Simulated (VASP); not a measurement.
Wanted: the native input for a VASP 6.6.1 run.

- Task: G0W0 quasiparticle levels
- Functional: PBE
- Potentials or basis: VASP PAW PBE potentials, release 64 (Zn_GW, Se_GW)
- Cutoff: 500 eV
- k mesh: 4 × 4 × 4
- Occupations: gaussian, width 0.01 eV
- Spin: no spin polarisation
- Dipole correction: no
- GW scheme: G0W0
- GW iterations: 1
- Cutoff of the response function: 120
- Frequency points: 96
- Empty bands: 135
- Further INCAR settings: ALGO = EVGW0; EDIFF = 1e-08; NBANDS = 144

ZnSe:

```
CELL_PARAMETERS angstrom
0.00000 2.83242 2.83242
2.83242 0.00000 2.83242
2.83242 2.83242 0.00000
ATOMIC_POSITIONS crystal
Zn 0.00000 0.00000 0.00000
Se 0.25000 0.25000 0.25000
```

One way to write it, as run:

POSCAR

```
ZnSe
1.0
    0.0000000000      2.8324246760      2.8324246760
    2.8324246760      0.0000000000      2.8324246760
    2.8324246760      2.8324246760      0.0000000000
Zn Se
1 1
Direct
    0.0000000000      0.0000000000      0.0000000000
    0.2500000000      0.2500000000      0.2500000000
```

INCAR.step1

```
PREC = Accurate
ENCUT = 500
EDIFF = 1E-8
ISMEAR = 0
SIGMA = 0.01
LREAL = False
LASPH = True
NELM = 100
ALGO = Normal
LWAVE = True
LCHARG = False
GGA = PE
```

INCAR.step2

```
PREC = Accurate
ENCUT = 500
EDIFF = 1E-8
ISMEAR = 0
SIGMA = 0.01
LREAL = False
LASPH = True
NELM = 1
ALGO = Exact
LWAVE = True
LCHARG = False
GGA = PE
NBANDS = 144
LOPTICS = True
ISTART = 1
```

INCAR.step3

```
PREC = Accurate
ENCUT = 500
EDIFF = 1E-8
ISMEAR = 0
SIGMA = 0.01
LREAL = False
LASPH = True
ALGO = EVGW0
LWAVE = False
LCHARG = False
GGA = PE
NELMGW = 1
NBANDS = 144
ENCUTGW = 120.0
NOMEGA = 96
PRECFOCK = Fast
ISTART = 1
NBANDSGW = 17
OMEGAMAX = 30
```

KPOINTS

```
regular mesh
0
Gamma
  4 4 4
```

Potentials or basis: VASP PAW PBE potentials, release 64 (Zn_GW, Se_GW).

The run is started by

```bash
$ cat potpaw_PBE.64/Zn_GW/POTCAR potpaw_PBE.64/Se_GW/POTCAR > POTCAR
$ cp INCAR.step1 INCAR
$ mpirun -np 1 vasp_std > vasp.out
$ cp INCAR.step2 INCAR
$ mpirun -np 1 vasp_std > vasp.out
$ cp INCAR.step3 INCAR
$ mpirun -np 1 vasp_std > vasp.out
```

It gave:

| Item | Value |
| --- | --- |
| Quasiparticle gap | 2.41 eV |
| Least direct quasiparticle gap | 2.41 eV |
| Band gap of the starting levels on the mesh | 1.27 eV |
| Least direct gap of the starting levels on the mesh | 1.27 eV |

Caveat: the k points lie up to 0.48 Å⁻¹ apart; bands, screening cutoff and mesh are small and nothing is extrapolated, so the quasiparticle values aren't converged.

Run time: 8.9 min on 1 thread of Intel Xeon 8259CL, with other jobs on the host, peak memory 0.42 GiB.
